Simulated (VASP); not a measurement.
Runs of VASP 6.6.1 on Ti3Ga. The structure is that of space group Fm-3m (No. 225), or close to it. The cells are those of the table. 

```csv
cell,gap on the mesh (eV),pressure (GPa)
"a = 4.552 Å, angles 60.0°, 4 atoms",none,-10.7
"a = 4.430 Å, angles 60.0°, 4 atoms",none,-2.0
"a = 4.611 Å, angles 60.0°, 4 atoms",none,(a)
"a = 4.582 Å, angles 60.0°, 4 atoms",none,-12.4
```

Alike in all rows: task single point; level LDA; potentials or basis VASP PAW LDA potentials, release 64 (Ti_sv, Ga_d); no spin polarisation; k mesh 6 × 6 × 6; cutoff (eV) 520; smearing gaussian 0.1 eV.

Task: Fill in the values left out.

Result: (a) -13.9.

Caveats: the cell stands under tension (at least some runs).

A k mesh can miss the band edges, and the runs leave out spin-orbit coupling on Ga.

A gap of «none» marks levels without a gap at the run's occupations.
